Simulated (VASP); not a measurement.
# Ga2O3 (C2/m) in VASP: notebook, part 2 of 2

VASP 6.6.1.

### Step 3. Single point, r2SCAN (epitaxial xy strain +3.0%)

POSCAR

```
Ga2O3
1.0
    6.3112356862     -1.5651446955     -0.0025700363
    6.3112356862      1.5651446955     -0.0025700363
   -1.4251478505      0.0000000000      5.5475376980
Ga O
4 6
Direct
    0.3416858684      0.3416858684      0.6869321099
    0.6583141316      0.6583141316      0.3130678901
    0.9142575863      0.9142575863      0.2123513089
    0.0857424137      0.0857424137      0.7876486911
    0.5028840960      0.5028840960      0.7399430982
    0.4971159040      0.4971159040      0.2600569018
    0.8250118976      0.8250118976      0.4318374081
    0.1749881024      0.1749881024      0.5681625919
    0.1582227571      0.1582227571      0.1084951091
    0.8417772429      0.8417772429      0.8915048909
```

INCAR.step1

```
SYSTEM = Ga2O3
PREC     = Accurate       ! precision mode
ENCUT    = 520            ! plane-wave cutoff, eV
ISMEAR   = 0              ! smearing method
SIGMA    = 0.01           ! smearing width, eV
LREAL    = .FALSE.        ! projectors in reciprocal space
LASPH    = .TRUE.         ! aspherical terms in the spheres
NELM     = 100            ! most SCF steps
NBANDS   = 55             ! bands
GGA      = PE             ! functional
ALGO     = Normal         ! electronic algorithm
EDIFF    = 1E-4           ! SCF threshold, eV
LWAVE    = .TRUE.         ! write WAVECAR
LCHARG   = .FALSE.        ! write CHGCAR
```

INCAR.step2

```
SYSTEM = Ga2O3
PREC     = Accurate       ! precision mode
ENCUT    = 520            ! plane-wave cutoff, eV
EDIFF    = 1E-7           ! SCF threshold, eV
ISMEAR   = 0              ! smearing method
SIGMA    = 0.01           ! smearing width, eV
LREAL    = .FALSE.        ! projectors in reciprocal space
LASPH    = .TRUE.         ! aspherical terms in the spheres
NELM     = 100            ! most SCF steps
ALGO     = Normal         ! electronic algorithm
ISIF     = 2              ! what is computed and relaxed
LWAVE    = .FALSE.        ! write WAVECAR
LCHARG   = .FALSE.        ! write CHGCAR
METAGGA  = R2SCAN         ! meta-GGA
LMIXTAU  = .TRUE.       
NBANDS   = 55             ! bands
ISTART   = 1
```

KPOINTS

```
regular mesh
0
G
  8 8 4
  0 0 0
```

Potentials or basis: VASP PAW PBE potentials, release 64 (Ga_d, O).

Run with:

```console
$ cat potpaw_PBE.64/Ga_d/POTCAR potpaw_PBE.64/O/POTCAR > POTCAR
$ cp INCAR.step1 INCAR
$ mpirun -np 1 vasp_std > vasp.out
$ cp INCAR.step2 INCAR
$ mpirun -np 1 vasp_std > vasp.out
```

OUTCAR:

```text
SYSTEM = Ga2O3
   PREC = Accurate
   ENCUT = 520
   EDIFF = 1E-7
   ISMEAR = 0
   LREAL = .FALSE.
   LASPH = .TRUE.
   NELM = 100
   ISIF = 2
   METAGGA = R2SCAN
   ISTART = 1

 ion  position               nearest neighbor table
   1  0.342  0.342  0.687-  10 1.95  10 1.95   5 1.98   8 2.04   7 2.12   7 2.12
   2  0.658  0.658  0.313-   9 1.95   9 1.95   6 1.98   7 2.04   8 2.12   8 2.12
   3  0.914  0.914  0.212-  10 1.84   6 1.86   6 1.86   7 1.89
   4  0.086  0.086  0.788-   9 1.84   5 1.86   5 1.86   8 1.89
   5  0.503  0.503  0.740-   4 1.86   4 1.86   1 1.98
   6  0.497  0.497  0.260-   3 1.86   3 1.86   2 1.98
   7  0.825  0.825  0.432-   3 1.89   2 2.04   1 2.12   1 2.12
   8  0.175  0.175  0.568-   4 1.89   1 2.04   2 2.12   2 2.12
   9  0.158  0.158  0.108-   4 1.84   2 1.95   2 1.95
  10  0.842  0.842  0.892-   3 1.84   1 1.95   1 1.95

  LATTYP: Found a base centered monoclinic cell.
 ALAT       =    12.6224724190
 B/A-ratio  =     0.2479933635
 C/A-ratio  =     0.4537677975
 COS(beta)  =    -0.2492124027

  Lattice vectors:

[... 202 lines left out ...]
  band No.  band energies     occupation
      1     -16.5410      2.00000
      2     -15.4486      2.00000
      3     -15.4249      2.00000
      4     -15.3982      2.00000
      5     -14.9385      2.00000
      6     -14.9115      2.00000
[... 1381 lines left out ...]
     54      14.3600      0.00000
     55      15.5103      0.00000

 [... further k-points ...]

------------------------ aborting loop because EDIFF is reached ----------------------------------------

  FORCE on cell =-STRESS in cart. coord.  units (eV):
  Direction    XX          YY          ZZ          XY          YZ          ZX
  --------------------------------------------------------------------------------------
  -------------------------------------------------------------------------------------
  Total       -4.8660709     -7.1928648      1.0534877      0.0000000      0.0000000      0.0868826
  in kB      -71.1435122   -105.1619822     15.4023264      0.0000000      0.0000000      1.2702510
  external PRESSURE =     -53.6343893 kB  Pullay stress =       0.0000000 kB

 VOLUME and BASIS-vectors are now :
 -----------------------------------------------------------------------------
  energy-cutoff  :      520.00
  volume of cell :      109.59
      direct lattice vectors                 reciprocal lattice vectors
     6.311235686 -1.565144695 -0.002570036     0.079232077 -0.319459282  0.020354512
     6.311235686  1.565144695 -0.002570036     0.079232077  0.319459282  0.020354512
    -1.425147850  0.000000000  5.547537698     0.000073413  0.000000000  0.180279014

 POSITION                                       TOTAL-FORCE (eV/Angst)
 -----------------------------------------------------------------------------------
      3.33394      0.00000      3.80903         0.001669      0.000000     -0.044751
      7.86338      0.00000      1.73337        -0.001669      0.000000      0.044751
     11.23756      0.00000      1.17333        -0.028057      0.000000      0.036215
     -0.04023      0.00000      4.36907         0.028057      0.000000     -0.036215
      5.29311      0.00000      4.10228        -0.071185      0.000000     -0.027416
      5.90421      0.00000      1.44012         0.071185      0.000000      0.027416
      9.79826      0.00000      2.39139        -0.039761      0.000000      0.051307
      1.39907      0.00000      3.15100         0.039761      0.000000     -0.051307
      1.84254      0.00000      0.60107         0.051625      0.000000      0.041387
      9.35478      0.00000      4.94133        -0.051625      0.000000     -0.041387
 -----------------------------------------------------------------------------------
    total drift:                               -0.000000      0.000000      0.000000

  FREE ENERGIE OF THE ION-ELECTRON SYSTEM (eV)
  ---------------------------------------------------
  free  energy   TOTEN  =      -102.2783059460 eV

  energy  without entropy=     -102.2783059460  energy(sigma->0) =     -102.27830595
```

OSZICAR.step1:

```text
N       E                     dE             d eps       ncg     rms          rms(c)
DAV:   1     0.120145475968E+04    0.12015E+04   -0.40164E+04 10200   0.290E+03
DAV:   2     0.196302281758E+03   -0.10052E+04   -0.94232E+03  8796   0.807E+02
DAV:   3    -0.483504752627E+02   -0.24465E+03   -0.23688E+03  9957   0.257E+02
DAV:   4    -0.681025769027E+02   -0.19752E+02   -0.19521E+02 10602   0.790E+01
DAV:   5    -0.688252007066E+02   -0.72262E+00   -0.72111E+00 11013   0.154E+01    0.176E+01
DAV:   6    -0.594740207664E+02    0.93512E+01   -0.31456E+01 15673   0.603E+01    0.500E+00
DAV:   7    -0.596302417062E+02   -0.15622E+00   -0.31946E+00  9595   0.100E+01    0.350E+00
DAV:   8    -0.596067238567E+02    0.23518E-01   -0.56127E-01 12484   0.664E+00    0.131E+00
DAV:   9    -0.595725057924E+02    0.34218E-01   -0.13684E-01 12640   0.491E+00    0.302E-01
DAV:  10    -0.595736922804E+02   -0.11865E-02   -0.25566E-02 11693   0.123E+00    0.177E-01
DAV:  11    -0.595740743487E+02   -0.38207E-03   -0.33371E-03 10762   0.824E-01    0.899E-02
DAV:  12    -0.595741735563E+02   -0.99208E-04   -0.93810E-04 10960   0.475E-01
   1 F= -.59574174E+02 E0= -.59574174E+02  d E =-.974094E-38
```

Run time: 1.5 h. Hardware: 1 thread of Oxide Virtual Turin-like, shared host; peak memory 0.54 GiB.

Results:

| Property | Result |
| --- | --- |
| Free energy | -102.2783 eV |
| Pressure | -5.4 GPa |
| Largest force | 0.076 eV/Å |
| Band gap on the k mesh | 2.53 eV |

Forces in eV/Å, atoms in the order of the input:
```
Ga   0.002  0.000 -0.045
Ga  -0.002  0.000  0.045
Ga  -0.028  0.000  0.036
Ga   0.028  0.000 -0.036
O   -0.071  0.000 -0.027
O    0.071  0.000  0.027
O   -0.040  0.000  0.051
O    0.040  0.000 -0.051
O    0.052  0.000  0.041
O   -0.052  0.000 -0.041
```

Levels at points of the mesh, in eV from the valence-band top:
```
           k point  band 42  band 43  band 44  band 45  band 46  band 47
(0.00, 0.00, 0.00)    -0.57    -0.42     0.00     2.53     6.09     6.63
(0.50, 0.00, 0.00)    -0.70    -0.59    -0.09     6.01     7.03     7.61
(0.50, 0.50, 0.00)    -0.87    -0.66    -0.10     4.67     5.00     5.80
(0.00, 0.00, 0.50)    -0.72    -0.67    -0.43     4.73     5.16     6.75
(0.50, 0.00, 0.50)    -1.09    -0.82    -0.71     7.15     7.17     8.23
(0.50, 0.50, 0.50)    -0.82    -0.67    -0.12     5.31     5.36     6.33
```

Caveat: the cell differs from its parent crystal (epitaxial xy strain +3.0%); the stress differs along the axes, from -11 to 2 GPa; the PAW data sets were made with another functional, which shifts forces and pressure a little.

### Step 4. Single point, r2SCAN (epitaxial xy strain +1.0%)

POSCAR

```
Ga2O3
1.0
    6.1886874205     -1.5347535364     -0.0025976695
    6.1886874205      1.5347535364     -0.0025976695
   -1.3974750767      0.0000000000      5.6071851958
Ga O
4 6
Direct
    0.3412644604      0.3412644604      0.6863744794
    0.6587355396      0.6587355396      0.3136255206
    0.9113707767      0.9113707767      0.2081035815
    0.0886292233      0.0886292233      0.7918964185
    0.5032413102      0.5032413102      0.7421078424
    0.4967586898      0.4967586898      0.2578921576
    0.8260321709      0.8260321709      0.4350249316
    0.1739678291      0.1739678291      0.5649750684
    0.1621332613      0.1621332613      0.1084268108
    0.8378667387      0.8378667387      0.8915731892
```

INCAR.step1

```
SYSTEM = Ga2O3
ALGO = Normal ; EDIFF = 1E-4
ENCUT = 520 ; GGA = PE
ISMEAR = 0 ; LASPH = .TRUE.
LCHARG = .FALSE. ; LREAL = .FALSE.
LWAVE = .TRUE. ; NBANDS = 55
NELM = 60 ; PREC = Accurate
SIGMA = 0.01
```

INCAR.step2

```
SYSTEM = Ga2O3
ALGO = Normal ; EDIFF = 1E-7
ENCUT = 520 ; ISIF = 2
ISMEAR = 0 ; ISTART = 1
LASPH = .TRUE. ; LCHARG = .TRUE.
LELF = .TRUE. ; LMIXTAU = .TRUE.
LREAL = .FALSE. ; LVHAR = .TRUE.
LWAVE = .FALSE. ; METAGGA = R2SCAN
NBANDS = 55 ; NELM = 60
PREC = Accurate ; SIGMA = 0.01
```

KPOINTS

```
k-points
0
G
  8 8 4
  0 0 0
```

Run with:

```console
$ cat potpaw_PBE.64/Ga_d/POTCAR potpaw_PBE.64/O/POTCAR > POTCAR
$ cp INCAR.step1 INCAR
$ mpirun -np 1 vasp_std > vasp.out
$ cp INCAR.step2 INCAR
$ mpirun -np 1 vasp_std > vasp.out
```

It took 88 min on 1 thread of Oxide Virtual Turin-like, shared host; peak memory 0.54 GiB.

It converged, with:

```
Free energy            : -102.4341 eV
Pressure               : -0.7 GPa
Largest force          : 0.083 eV/Å
Band gap on the k mesh : 2.88 eV
```

Forces on the atoms (eV/Å):
```
Ga   0.015  0.000 -0.040
Ga  -0.015  0.000  0.040
Ga  -0.026  0.000  0.018
Ga   0.026  0.000 -0.018
O   -0.077  0.000 -0.031
O    0.077  0.000  0.031
O   -0.032  0.000  0.054
O    0.032  0.000 -0.054
O    0.054  0.000  0.039
O   -0.054  0.000 -0.039
```

Stress tensor (GPa, compression positive):
```
-1.32  0.00  0.11
 0.00 -2.28  0.00
 0.11  0.00  1.63
```

Levels at points of the mesh, in eV from the valence-band top:
| k point | band 41 | band 42 | band 43 | band 44 | band 45 | band 46 | band 47 | band 48 |
| --- | --- | --- | --- | --- | --- | --- | --- | --- |
| (0.00, 0.00, 0.00) | -0.72 | -0.50 | -0.30 | 0.00 | 2.88 | 6.32 | 7.18 | 7.31 |
| (0.50, 0.00, 0.00) | -0.73 | -0.69 | -0.48 | -0.11 | 6.26 | 7.24 | 7.91 | 8.12 |
| (0.50, 0.50, 0.00) | -0.73 | -0.71 | -0.48 | -0.13 | 5.03 | 5.33 | 6.30 | 7.17 |
| (0.00, 0.00, 0.50) | -0.68 | -0.65 | -0.54 | -0.32 | 5.20 | 5.44 | 7.27 | 7.79 |
| (0.50, 0.00, 0.50) | -1.17 | -1.05 | -0.74 | -0.66 | 7.51 | 7.55 | 8.51 | 8.63 |
| (0.50, 0.50, 0.50) | -0.67 | -0.66 | -0.61 | -0.02 | 5.69 | 5.81 | 6.76 | 7.11 |

Caveat: the cell differs from its parent crystal (epitaxial xy strain +1.0%); the PAW data sets were made with another functional, which shifts forces and pressure a little.

### Step 5. Overview

```tsv
level	cell	smearing	gap on the mesh (eV)	pressure (GPa)	largest force (eV/Å)
PBE	a = 6.187, b = 6.187, c = 5.877 Å, angles 103.0, 103.0, 27.9°, 10 atoms, epitaxial xy strain -2.0%	fermi-dirac 0.02 eV	2.53	13.7	0.25
r2SCAN	a = 6.502, b = 6.502, c = 5.728 Å, angles 104.0, 104.0, 27.9°, 10 atoms, epitaxial xy strain +3.0%	gaussian 0.01 eV	2.53	-5.4	0.08
r2SCAN	a = 6.376, b = 6.376, c = 5.779 Å, angles 103.6, 103.6, 27.9°, 10 atoms, epitaxial xy strain +1.0%	gaussian 0.01 eV	2.88	-0.7	0.08
```

Alike in all rows: task single point; potentials or basis VASP PAW PBE potentials, release 64 (Ga_d, O); no spin polarisation; k mesh 8 × 8 × 4; cutoff (eV) 520.

Caveats: the PAW data sets were made with another functional, which shifts forces and pressure a little (at least some runs); the stress differs along the axes, from 9 to 18 GPa (at least some runs); the stress differs along the axes, from -11 to 2 GPa (at least some runs).

Absolute energies hang on the potentials; compare differences alone.
